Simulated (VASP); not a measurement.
**Ta16N (a cell with a defect): single point with PBE**

Crystal: Ta16N (a cell with a defect).

```
CELL_PARAMETERS angstrom
6.63812 0.00000 0.00000
0.00000 6.63812 0.00000
0.00000 0.00000 6.63812
ATOMIC_POSITIONS crystal
Ta 0.00815 0.00000 0.99185
Ta 0.49185 0.00000 0.99184
Ta 0.98924 0.50001 0.01076
Ta 0.00816 0.00000 0.50816
Ta 0.24998 0.25109 0.25000
Ta 0.51077 0.49998 0.01077
Ta 0.49185 0.00000 0.50815
Ta 0.75001 0.24099 0.25000
Ta 0.98924 0.50001 0.48923
Ta 0.25000 0.74891 0.25000
Ta 0.24999 0.29499 0.75000
Ta 0.51076 0.49999 0.48923
Ta 0.75001 0.75898 0.25000
Ta 0.75000 0.25111 0.75000
Ta 0.25000 0.70503 0.75000
Ta 0.75000 0.74890 0.75000
N 0.25000 0.00001 0.75000
```

```yaml
Program: VASP 6.6.1
Task: single point
Functional: PBE
Potentials_or_basis: VASP PAW PBE potentials, release 64 (Ta_pv, N)
Cutoff: 520 eV
k_mesh: 4 × 4 × 4, shifted
Occupations: gaussian, width 0.1 eV
Spin: no spin polarisation
```

```
Pressure      : 6.0 GPa
Largest force : 0.070 eV/Å
```

Forces on the atoms (eV/Å):
```
Ta  -0.014  0.000  0.013
Ta   0.013  0.000  0.014
Ta   0.000  0.000  0.000
Ta  -0.014  0.000 -0.013
Ta   0.001 -0.004  0.000
Ta   0.000  0.001  0.000
Ta   0.013  0.000 -0.014
Ta   0.000 -0.007  0.000
Ta   0.000  0.000  0.000
Ta   0.000  0.004  0.000
Ta   0.000  0.070  0.000
Ta   0.000  0.001  0.000
Ta  -0.001  0.009  0.000
Ta   0.000 -0.005  0.000
Ta   0.000 -0.070  0.000
Ta   0.000  0.005  0.000
N    0.000 -0.001  0.000
```

Stress tensor (GPa, compression positive):
```
 2.55  0.00  0.00
 0.00 12.75  0.00
 0.00  0.00  2.55
```

Levels at points of the mesh, in eV from the Fermi level:
```tsv
k point	band 87	band 88	band 89	band 90	band 91	band 92	band 93	band 94	band 95	band 96
(0.12, 0.12, 0.12)	0.36	0.49	0.64	0.70	0.75	0.81	0.86	0.93	1.01	1.03
```

Run time: 23 min on 1 thread of Intel(R) Xeon(R) Platinum 8259CL CPU @ 2.50GHz (Skylake/Cascade Lake), with other jobs on the host, peak memory 0.53 GiB.

Caveat: spin-orbit coupling is left out, which moves the levels of the heavy elements.
